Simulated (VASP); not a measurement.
## Sc: single point with PBE

Crystal: Sc.

```
Sc
1.0
     3.38155    0.00000    0.00000
    -1.69077    2.92850    0.00000
     0.00000    0.00000   10.79316
Sc
4
Direct
  0.00000 0.00000 0.00000
  0.00000 0.00000 0.50000
  0.33333 0.66667 0.25000
  0.66667 0.33333 0.75000
```

```json
{
 "Program": "VASP 6.6.1",
 "Task": "single point",
 "Functional": "PBE",
 "Potentials or basis": "VASP PAW PBE potentials, release 64 (Sc_sv)",
 "Cutoff": "520 eV",
 "k mesh": "12 × 12 × 4",
 "Occupations": "fermi-dirac, width 0.1 eV",
 "Spin": "no spin polarisation",
 "Dipole correction": "no",
 "Further INCAR settings": "ALGO = Normal; EDIFF = 1e-06; NBANDS = 30"
}
```

```
Pressure               : -3.5 GPa
Band gap on the k mesh : zero (bands 22 and 23 overlap by 1.06 eV)
```

Levels at points of the mesh, in eV from the Fermi level:
| k point | band 18 | band 19 | band 20 | band 21 | band 22 | band 23 | band 24 | band 25 | band 26 | band 27 |
| --- | --- | --- | --- | --- | --- | --- | --- | --- | --- | --- |
| (0.00, 0.00, 0.00) | -3.60 | -3.59 | -1.60 | 0.27 | 0.78 | 0.82 | 1.37 | 1.37 | 1.39 | 1.39 |
| (0.50, 0.00, 0.00) | -1.43 | -1.16 | -1.13 | -0.44 | -0.33 | -0.27 | 0.12 | 0.82 | 1.09 | 1.31 |
| (0.00, 0.00, 0.50) | -4.62 | -2.28 | -2.28 | 0.37 | 0.37 | 1.34 | 1.34 | 1.46 | 1.46 | 1.46 |
| (0.50, 0.00, 0.50) | -1.51 | -1.21 | -1.21 | -0.37 | -0.37 | -0.09 | -0.09 | 1.10 | 1.10 | 1.35 |

Run time: 120 s on 1 thread of AMD EPYC 9R45 96-Core Processor (Zen 5), on a shared host, peak memory 0.28 GiB.

Caveat: the cell stands under tension.
